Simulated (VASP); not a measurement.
# Sc2In (P6_3/mmc) in VASP: a series of runs, part 2 of 2

VASP 6.6.1.

## 3. Single point, LDA

This run uses another cell than the first one, of 23.13 Å³/atom, 1.027 times its volume.

File INCAR:

```
  PREC = Accurate
  ENCUT = 520
  EDIFF = 1E-6
  ISMEAR = 1
  SIGMA = 0.1
  LREAL = False
  LASPH = True
  NELM = 100
  ALGO = Normal
  ISIF = 2
  LWAVE = False
  LCHARG = False
  NBANDS = 44
```

File KPOINTS:

```
Automatic mesh
0
Gamma
  5 5 4
```

File POSCAR:

```
Sc2In
1.0
    5.0430440000      0.0000000000      0.0000000000
   -2.5215220000      4.3674040000      0.0000000000
    0.0000000000      0.0000000000      6.3022650000
Sc In
4 2
Direct
    0.0000000000      0.0000000000      0.0000000000
    0.0000000000      0.0000000000      0.5000000000
    0.3333333333      0.6666666667      0.7500000000
    0.6666666667      0.3333333333      0.2500000000
    0.3333333333      0.6666666667      0.2500000000
    0.6666666667      0.3333333333      0.7500000000
```

Potentials or basis: VASP PAW LDA potentials, release 64 (Sc_sv, In_d).

Run with:

```bash
$ cat potpaw_LDA.64/Sc_sv/POTCAR potpaw_LDA.64/In_d/POTCAR > POTCAR
$ mpirun -np 1 vasp_std > vasp.out
```

OUTCAR:

```text
PREC = Accurate
   ENCUT = 520
   EDIFF = 1E-6
   ISMEAR = 1
   LREAL = False
   LASPH = True
   NELM = 100
   ISIF = 2

 ion  position               nearest neighbor table
   1  0.000  0.000  0.000-   2 3.15   2 3.15   3 3.31   5 3.31   4 3.31   6 3.31   6 3.31   3 3.31
                             4 3.31   5 3.31   4 3.31   6 3.31   3 3.31   5 3.31
   2  0.000  0.000  0.500-   1 3.15   1 3.15   3 3.31   5 3.31   4 3.31   6 3.31   6 3.31   3 3.31
                             4 3.31   5 3.31   4 3.31   6 3.31   3 3.31   5 3.31
   3  0.333  0.667  0.750-   6 2.91   6 2.91   6 2.91   5 3.15   5 3.15   2 3.31   1 3.31   1 3.31
                             2 3.31   2 3.31   1 3.31
   4  0.667  0.333  0.250-   5 2.91   5 2.91   5 2.91   6 3.15   6 3.15   1 3.31   2 3.31   1 3.31
                             2 3.31   1 3.31   2 3.31
   5  0.333  0.667  0.250-   4 2.91   4 2.91   4 2.91   3 3.15   3 3.15   2 3.31   1 3.31   1 3.31
                             2 3.31   2 3.31   1 3.31
   6  0.667  0.333  0.750-   3 2.91   3 2.91   3 2.91   4 3.15   4 3.15   1 3.31   2 3.31   1 3.31
                             2 3.31   1 3.31   2 3.31

  LATTYP: Found a hexagonal cell.
 ALAT       =     5.0430440000
 C/A-ratio  =     1.2496946289

  Lattice vectors:

 A1 = (   5.0430440000,   0.0000000000,   0.0000000000)
 A2 = (  -2.5215220000,   4.3674040000,   0.0000000000)
 A3 = (   0.0000000000,   0.0000000000,   6.3022650000)

Analysis of symmetry for initial positions (statically):
=====================================================================
 Subroutine PRICEL returns:
 Original cell was already a primitive cell.

 Routine SETGRP: Setting up the symmetry group for a
 hexagonal supercell.

 Subroutine GETGRP returns: Found 24 space group operations
 (whereof 12 operations were pure point group operations)
 out of a pool of 24 trial point group operations.

The static configuration has the point symmetry D_3d.
 The point group associated with its full space group is D_6h.

Analysis of symmetry for dynamics (positions and initial velocities):
[... 132 lines left out ...]
  Fermi-wavevector in a.u.,A,eV,Ry     =   1.303077  2.462458 23.102807  1.698008
  Thomas-Fermi vector in A             =   2.434102
   LORBIT       =      0    0 simple, 1 ext, 2 COOP (PROOUT), +10 PAW based schemes
   GGA     = CA    functional components
   LHFCALC =     F    Hartree Fock is set to
   AEXX    =    0.0000 exact exchange contribution
   IVDW    =     0    specifies the selected vdW correction
   LEPSILON=     F    determine dielectric tensor
   LRPA    =     F    only Hartree local field effects (RPA)
 non-spin polarized calculation
 Methfessel and Paxton  Order N= 1 SIGMA  =   0.10
  energy-cutoff  :      520.00
  volume of cell :      138.81
 maximum number of plane-waves:      3756
 NGX is ok and might be reduce to    40
   NGX = 19   NGY = 19   NGZ = 23

 number of electron      70.0000011 magnetization

 Free energy of the ion-electron system (eV)
  ---------------------------------------------------
  ext. energy  EPLUGINS =         0.00000000
  ---------------------------------------------------
  free energy    TOTEN  =       -35.88032348 eV

  energy without entropy =      -35.87098421  energy(sigma->0) =      -35.87721039

 E-fermi :   5.4631     XC(G=0): -10.6365

 val. band max:        5.4447190532   @ k =   0.2000   0.0000   0.2500
 cond. band min:       5.4632003643   @ k =   0.2000   0.2000   0.2500
 fundamental gap:      0.0184813111
 Fermi energy:         5.4631449441

 k-point     1 :       0.0000    0.0000    0.0000
  band No.  band energies     occupation
      1     -43.7222      2.00000
      2     -43.7073      2.00000
      3     -43.6563      2.00000
      4     -43.6379      2.00000
      5     -22.7787      2.00000
      6     -22.7787      2.00000
[... 694 lines left out ...]
     43       7.4260     -0.00000
     44       7.5287      0.00000

------------------------ aborting loop because EDIFF is reached ----------------------------------------

  FORCE on cell =-STRESS in cart. coord.  units (eV):
  Direction    XX          YY          ZZ          XY          YZ          ZX
  --------------------------------------------------------------------------------------
  -------------------------------------------------------------------------------------
  Total       -4.3947737     -4.3947732     -4.4118627      0.0000000      0.0000000      0.0000000
  in kB      -50.7264316    -50.7264265    -50.9236803      0.0000000      0.0000000      0.0000000
  external PRESSURE =     -50.7921795 kB  Pullay stress =       0.0000000 kB

 VOLUME and BASIS-vectors are now :
 -----------------------------------------------------------------------------
  energy-cutoff  :      520.00
  volume of cell :      138.81
      direct lattice vectors                 reciprocal lattice vectors
     5.043044000  0.000000000  0.000000000     0.198292936  0.114484486  0.000000000
    -2.521522000  4.367404000  0.000000000     0.000000000  0.228968971  0.000000000
     0.000000000  0.000000000  6.302265000     0.000000000  0.000000000  0.158673112

 POSITION                                       TOTAL-FORCE (eV/Angst)
 -----------------------------------------------------------------------------------
      0.00000      0.00000      0.00000         0.000000      0.000000      0.000000
      0.00000      0.00000      3.15113         0.000000      0.000000      0.000000
     -0.00000      2.91160      4.72670         0.000000      0.000000     -0.000000
      2.52152      1.45580      1.57557        -0.000000      0.000000     -0.000000
     -0.00000      2.91160      1.57557         0.000000     -0.000000      0.000000
      2.52152      1.45580      4.72670        -0.000000     -0.000000      0.000000
 -----------------------------------------------------------------------------------
    total drift:                               -0.000000      0.000000     -0.000000

  FREE ENERGIE OF THE ION-ELECTRON SYSTEM (eV)
  ---------------------------------------------------
  free  energy   TOTEN  =       -35.8803234801 eV

  energy  without entropy=      -35.8709842143  energy(sigma->0) =      -35.87721039
```

OSZICAR:

```text
N       E                     dE             d eps       ncg     rms          rms(c)
DAV:   1     0.126591646906E+04    0.12659E+04   -0.30424E+04  1328   0.196E+03
DAV:   2     0.117558234534E+03   -0.11484E+04   -0.11323E+04  1800   0.772E+02
DAV:   3    -0.314764607661E+02   -0.14903E+03   -0.14612E+03  2072   0.357E+02
DAV:   4    -0.399326190947E+02   -0.84562E+01   -0.82606E+01  2112   0.793E+01
DAV:   5    -0.403178657351E+02   -0.38525E+00   -0.38153E+00  2280   0.184E+01    0.135E+01
DAV:   6    -0.362154773695E+02    0.41024E+01   -0.14113E+01  1916   0.241E+01    0.370E+00
DAV:   7    -0.359414133409E+02    0.27406E+00   -0.14693E+00  1920   0.103E+01    0.172E+00
DAV:   8    -0.359079046101E+02    0.33509E-01   -0.31488E-01  1960   0.466E+00    0.122E+00
DAV:   9    -0.358819130802E+02    0.25992E-01   -0.77990E-02  1992   0.228E+00    0.435E-01
DAV:  10    -0.358806523463E+02    0.12607E-02   -0.20572E-02  2056   0.114E+00    0.154E-01
DAV:  11    -0.358803157106E+02    0.33664E-03   -0.38917E-03  2096   0.528E-01    0.568E-02
DAV:  12    -0.358803314194E+02   -0.15709E-04   -0.37095E-04  2184   0.165E-01    0.234E-02
DAV:  13    -0.358803238554E+02    0.75639E-05   -0.92944E-05  2096   0.724E-02    0.724E-03
DAV:  14    -0.358803234801E+02    0.37538E-06   -0.54274E-06  1632   0.226E-02
   1 F= -.35880323E+02 E0= -.35877210E+02  d E =-.933927E-02
```

Run time: 40 s. Hardware: 1 thread of Intel Xeon 6975P-C (Granite Rapids), shared host; peak memory 0.25 GiB.

Results:

* Free energy: -35.8803 eV
* Pressure: -5.1 GPa
* Band gap on the k mesh: zero (band 35 reaches 5.81 eV, above the bottom of band 36 at 5.25 eV)

Caveat: spin-orbit coupling is left out, which moves the levels of the heavy elements.

## 4. Single point, LDA

This run uses another cell than the first one, of 23.75 Å³/atom, 1.055 times its volume.

File INCAR:

```
SYSTEM = Sc2In
PREC = Accurate
ENCUT = 520
EDIFF = 1E-6
ISMEAR = 1
SIGMA = 0.1
LREAL = .False.
LASPH = .True.
NELM = 100
ALGO = Normal
ISIF = 2
LWAVE = .False.
LCHARG = .False.
NBANDS = 44
```

File KPOINTS:

```
regular mesh
0
Gamma
  5 5 4
  0 0 0
```

POSCAR, as its differences from that of step 3:

```diff
@@ -2,5 +2,5 @@
 1.0
-    5.0430440000      0.0000000000      0.0000000000
-   -2.5215220000      4.3674040000      0.0000000000
-    0.0000000000      0.0000000000      6.3022650000
+    5.0874783953      0.0000000000      0.0000000000
+   -2.5437391976      4.4058853132      0.0000000000
+    0.0000000000      0.0000000000      6.3577944251
 Sc In
```

Run with:

```bash
$ cat potpaw_LDA.64/Sc_sv/POTCAR potpaw_LDA.64/In_d/POTCAR > POTCAR
$ mpirun -np 1 vasp_std > vasp.out
```

It took 39 s on 1 thread of Intel Xeon 6975P-C (Granite Rapids), shared host; peak memory 0.25 GiB.

Results (log left out):

| Quantity | Value |
| --- | --- |
| Free energy | -35.7473 eV |
| Pressure | -6.5 GPa |
| Band gap on the k mesh | zero (band 35 reaches 5.59 eV, above the bottom of band 36 at 5.06 eV) |

Stress tensor (GPa, compression positive):
```
-6.57  0.00  0.00
 0.00 -6.57  0.00
 0.00  0.00 -6.40
```

Levels at points of the mesh, in eV from the Fermi level:
```tsv
k point	band 33	band 34	band 35	band 36	band 37	band 38
(0.00, 0.00, 0.00)	-0.73	-0.61	-0.20	-0.20	-0.09	-0.09
(0.00, 0.00, 0.50)	-1.15	-1.15	0.07	0.07	0.07	0.07
```

Caveat: spin-orbit coupling is left out, which moves the levels of the heavy elements.

## 5. Single point, LDA

This run uses another cell than the first one, of 24.37 Å³/atom, 1.082 times its volume.

File INCAR:

```
PREC     = Accurate       # precision mode
ENCUT    = 520            # plane-wave cutoff, eV
EDIFF    = 1E-7           # SCF threshold, eV
ISMEAR   = 1              # smearing method
SIGMA    = 0.1            # smearing width, eV
LREAL    = F              # projectors in reciprocal space
LASPH    = T              # aspherical terms in the spheres
NELM     = 60             # most SCF steps
ALGO     = Normal         # electronic algorithm
ISIF     = 2              # what is computed and relaxed
LWAVE    = F              # write WAVECAR
LCHARG   = T              # write CHGCAR
LELF     = T              # ELF
LVHAR    = T            
NBANDS   = 44             # bands
```

File KPOINTS:

```
Automatic mesh
0
Gamma
  5 5 4
```

POSCAR, as its differences from that of step 4:

```diff
@@ -2,5 +2,5 @@
 1.0
-    5.0874783953      0.0000000000      0.0000000000
-   -2.5437391976      4.4058853132      0.0000000000
-    0.0000000000      0.0000000000      6.3577944251
+    5.1311498738      0.0000000000      0.0000000000
+   -2.5655749369      4.4437059211      0.0000000000
+    0.0000000000      0.0000000000      6.4123704372
 Sc In
```

Potentials or basis: VASP PAW LDA potentials, release 64 (Sc_sv, In_d).

Run with:

```bash
$ cat potpaw_LDA.64/Sc_sv/POTCAR potpaw_LDA.64/In_d/POTCAR > POTCAR
$ mpirun -np 1 vasp_std > vasp.out
```

OUTCAR:

```text
PREC = Accurate
   ENCUT = 520
   EDIFF = 1E-7
   ISMEAR = 1
   LREAL = F
   LASPH = T
   NELM = 60
   ISIF = 2

 ion  position               nearest neighbor table
   1  0.000  0.000  0.000-   2 3.21   2 3.21   3 3.37   5 3.37   4 3.37   6 3.37   6 3.37   3 3.37
                             4 3.37   5 3.37   4 3.37   6 3.37   3 3.37   5 3.37
   2  0.000  0.000  0.500-   1 3.21   1 3.21   3 3.37   5 3.37   4 3.37   6 3.37   6 3.37   3 3.37
                             4 3.37   5 3.37   4 3.37   6 3.37   3 3.37   5 3.37
   3  0.333  0.667  0.750-   6 2.96   6 2.96   6 2.96   5 3.21   5 3.21   2 3.37   1 3.37   1 3.37
                             2 3.37   2 3.37   1 3.37
   4  0.667  0.333  0.250-   5 2.96   5 2.96   5 2.96   6 3.21   6 3.21   1 3.37   2 3.37   1 3.37
[... 909 lines left out ...]
  Total       -7.1815508     -7.1815501     -6.8802447      0.0000000      0.0000000      0.0000000
  in kB      -78.6955556    -78.6955478    -75.3938387      0.0000000      0.0000000      0.0000000
  external PRESSURE =     -77.5949807 kB  Pullay stress =       0.0000000 kB

 VOLUME and BASIS-vectors are now :
 -----------------------------------------------------------------------------
  energy-cutoff  :      520.00
  volume of cell :      146.21
      direct lattice vectors                 reciprocal lattice vectors
     5.131149874  0.000000000  0.000000000     0.194888090  0.112518697  0.000000000
    -2.565574937  4.443705921  0.000000000     0.000000000  0.225037394  0.000000000
     0.000000000  0.000000000  6.412370437     0.000000000  0.000000000  0.155948570

 POSITION                                       TOTAL-FORCE (eV/Angst)
 -----------------------------------------------------------------------------------
      0.00000      0.00000      0.00000        -0.000000      0.000000      0.000000
      0.00000      0.00000      3.20619        -0.000000      0.000000      0.000000
     -0.00000      2.96247      4.80928        -0.000000      0.000000      0.000000
      2.56557      1.48124      1.60309         0.000000     -0.000000      0.000000
     -0.00000      2.96247      1.60309         0.000000     -0.000000      0.000000
      2.56557      1.48124      4.80928        -0.000000      0.000000      0.000000
 -----------------------------------------------------------------------------------
    total drift:                               -0.000000      0.000000     -0.000000

  FREE ENERGIE OF THE ION-ELECTRON SYSTEM (eV)
  ---------------------------------------------------
  free  energy   TOTEN  =       -35.5836022806 eV

  energy  without entropy=      -35.5747788751  energy(sigma->0) =      -35.58066115
```

stdout:

```text
POSCAR found type information on POSCAR ScIn
 POSCAR found :  2 types and       6 ions
 scaLAPACK will be used
 LDA part: xc-table for (Slater(with rela. corr.)+CA(PZ))
 , standard interpolation
 POSCAR, INCAR and KPOINTS ok, starting setup
 FFT: planning ... GRIDC
 FFT: planning ... GRID_SOFT
 FFT: planning ... GRID
 WAVECAR not read
 entering main loop
```

Wall time 48 s (1 thread of Intel Xeon 6975P-C (Granite Rapids), shared host); peak memory 0.26 GiB.

What came out:

* Free energy: -35.5836 eV
* Pressure: -7.8 GPa
* Band gap on the k mesh: zero (band 35 reaches 5.39 eV, above the bottom of band 36 at 4.87 eV)

Stress tensor (GPa, compression positive):
```
-7.87  0.00  0.00
 0.00 -7.87  0.00
 0.00  0.00 -7.54
```

Caveat: spin-orbit coupling is left out, which moves the levels of the heavy elements.

## 6. Single point, LDA

This run uses another cell than the first one, of 24.99 Å³/atom, 1.110 times its volume.

File INCAR:

```
SYSTEM = Sc2In
PREC = Accurate
ENCUT = 520
EDIFF = 1E-6
ISMEAR = 1
SIGMA = 0.1
LREAL = .False.
LASPH = .True.
NELM = 60
ALGO = Normal
ISIF = 2
LWAVE = .False.
LCHARG = .True.
LELF = .True.
LVHAR = .True.
NBANDS = 44
```

File KPOINTS:

```
regular mesh
0
Gamma
  5 5 4
  0 0 0
```

POSCAR, as its differences from that of step 5:

```diff
@@ -2,5 +2,5 @@
 1.0
-    5.1311498738      0.0000000000      0.0000000000
-   -2.5655749369      4.4437059211      0.0000000000
-    0.0000000000      0.0000000000      6.4123704372
+    5.1740903628      0.0000000000      0.0000000000
+   -2.5870451814      4.4808934737      0.0000000000
+    0.0000000000      0.0000000000      6.4660329357
 Sc In
```

Potentials or basis: VASP PAW LDA potentials, release 64 (Sc_sv, In_d).

Run with:

```bash
$ cat potpaw_LDA.64/Sc_sv/POTCAR potpaw_LDA.64/In_d/POTCAR > POTCAR
$ mpirun -np 1 vasp_std > vasp.out
```

Run time: 44 s. Hardware: 1 thread of Intel Xeon 6975P-C (Granite Rapids), shared host; peak memory 0.26 GiB.

It converged, with:

* Free energy: -35.3932 eV
* Pressure: -8.8 GPa
* Band gap on the k mesh: zero (band 35 reaches 5.19 eV, above the bottom of band 36 at 4.70 eV)

Stress tensor (GPa, compression positive):
```
-8.97  0.00  0.00
 0.00 -8.97  0.00
 0.00  0.00 -8.51
```

Levels at points of the mesh, in eV from the Fermi level:
```
           k point  band 31  band 32  band 33  band 34  band 35  band 36  band 37  band 38  band 39  band 40
(0.00, 0.00, 0.00)    -1.65    -0.70    -0.70    -0.59    -0.18    -0.18    -0.09    -0.09     1.44     1.44
(0.00, 0.00, 0.50)    -1.36    -1.36    -1.11    -1.11     0.07     0.07     0.07     0.07     0.96     0.96
```

Caveat: spin-orbit coupling is left out, which moves the levels of the heavy elements.

## 7. Summary

```csv
cell,gap on the mesh (eV),pressure (GPa)
"a = 4.998, b = 4.998, c = 6.246 Å, angles 90.0, 90.0, 120.0°, 6 atoms",none,-3.4
"a = 5.043, b = 5.043, c = 6.302 Å, angles 90.0, 90.0, 120.0°, 6 atoms",none,-5.1
"a = 5.087, b = 5.087, c = 6.358 Å, angles 90.0, 90.0, 120.0°, 6 atoms",none,-6.5
"a = 5.131, b = 5.131, c = 6.412 Å, angles 90.0, 90.0, 120.0°, 6 atoms",none,-7.8
"a = 5.174, b = 5.174, c = 6.466 Å, angles 90.0, 90.0, 120.0°, 6 atoms",none,-8.8
```

Alike in all rows: task single point; level LDA; potentials or basis VASP PAW LDA potentials, release 64 (Sc_sv, In_d); no spin polarisation; k mesh 5 × 5 × 4; cutoff (eV) 520; smearing methfessel-paxton 0.1 eV.

Caveats: spin-orbit coupling is left out, which moves the levels of the heavy elements.

Total energies depend on the potentials used, so only differences within one code and one set of settings carry meaning.
